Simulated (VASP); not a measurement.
Input of a VASP 6.6.1 run:

INCAR

```
PREC = Accurate
ENCUT = 520
EDIFF = 1E-6
ISMEAR = -1
SIGMA = 0.1
LREAL = False
LASPH = True
NELM = 100
ALGO = Normal
ISIF = 2
LWAVE = False
LCHARG = True
GGA = RE
LELF = True
LVHAR = True
NBANDS = 10
```

File KPOINTS:

```
regular mesh
0
Gamma
  17 17 17
```

The input POSCAR:

```
Na
1.0
    0.0000000000      2.8047923990      2.8047923990
    2.8047923990      0.0000000000      2.8047923990
    2.8047923990      2.8047923990      0.0000000000
Na
1
Direct
    0.0000000000      0.0000000000      0.0000000000
```

Potentials or basis: VASP PAW PBE potentials, release 64 (Na_pv).

Command:

```sh
$ cat potpaw_PBE.64/Na_pv/POTCAR > POTCAR
$ mpirun -np 1 vasp_std > vasp.out
```

(1) What does it give for the pressure?

## Answers

(1) -0.6 GPa.

Caveat: the PAW data sets were made with another functional, which shifts forces and pressure a little.
